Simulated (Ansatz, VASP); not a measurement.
## Two plane-wave programs on ZnS

```xyz
2
Lattice="0.0000 2.5310 2.5310 2.5310 0.0000 2.5310 2.5310 2.5310 0.0000" Properties=species:S:1:pos:R:3 pbc="T T T"
Zn    0.0000    0.0000    0.0000
S     2.5310    2.5310    2.5310
```

Alike in both runs: functional r2SCAN; k mesh 16 × 16 × 16; occupations fermi-dirac, width 0.08 eV; no spin polarisation.

Ansatz relaxed the structure, and its values are those at the end. VASP's run is a single point on that final structure, the one shown.

|  | VASP | Ansatz |
| --- | --- | --- |
| version | VASP 6.6.1 | Ansatz 0.2.0 |
| potentials or method | VASP PAW PBE potentials, release 64 (Zn, S) | PAW with Ansatz's default frozen-core files, scalar-relativistic |
| plane-wave cutoff (eV) | 520 | 500 |
| valence electrons in the cell | 18 | 18 |

VASP gave:

```
pressure (GPa) : 0.2
```

Question: What did Ansatz give for the same quantities?

Answer: Pressure (GPa): 0.0.

VASP's potentials were made for PBE, not for r2SCAN. With one functional, cell and mesh, what is left measures potentials, basis and numerics.
